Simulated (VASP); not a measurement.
Input of a VASP 6.6.1 run:

The input INCAR:

```
SYSTEM = C
PREC = Accurate ; ENCUT = 520
EDIFF = 1E-6 ; ISMEAR = 0
SIGMA = 0.05 ; LREAL = .False.
LASPH = .True. ; NELM = 80
ALGO = Normal ; ISIF = 2
LWAVE = .False. ; LCHARG = .False.
NBANDS = 11
```

KPOINTS

```
regular mesh
0
Gamma
  12 12 12
  0 0 0
```

The input POSCAR:

```
C
1.0
    0.0000000000      1.8010855087      1.8275720603
    1.6686527507      0.0000000000      1.8275720603
    1.6686527507      1.8010855087      0.0000000000
C
2
Direct
    0.5000000000      0.5000000000      0.5000000000
    0.7500000000      0.7500000000      0.7500000000
```

Potentials or basis: VASP PAW LDA potentials, release 64 (C).

The run is started by

```console
$ cat potpaw_LDA.64/C/POTCAR > POTCAR
$ mpirun -np 1 vasp_std > vasp.out
```

Question: Predict the pressure.

Answer: 2.9 GPa.

Question: What does it give for the band gap on the k mesh?

Answer: 2.11 eV, indirect (least direct gap 4.23 eV).

Stress tensor (GPa, compression positive):
```
 51.68   0.00   0.00
  0.00 -13.34   0.00
  0.00   0.00 -29.69
```

Caveat: the cell differs from its parent crystal (strain +e along x and -e along y -0.0375, strain +e along z and -e/2 along x and y +0.0350). A k mesh can miss the band edges.
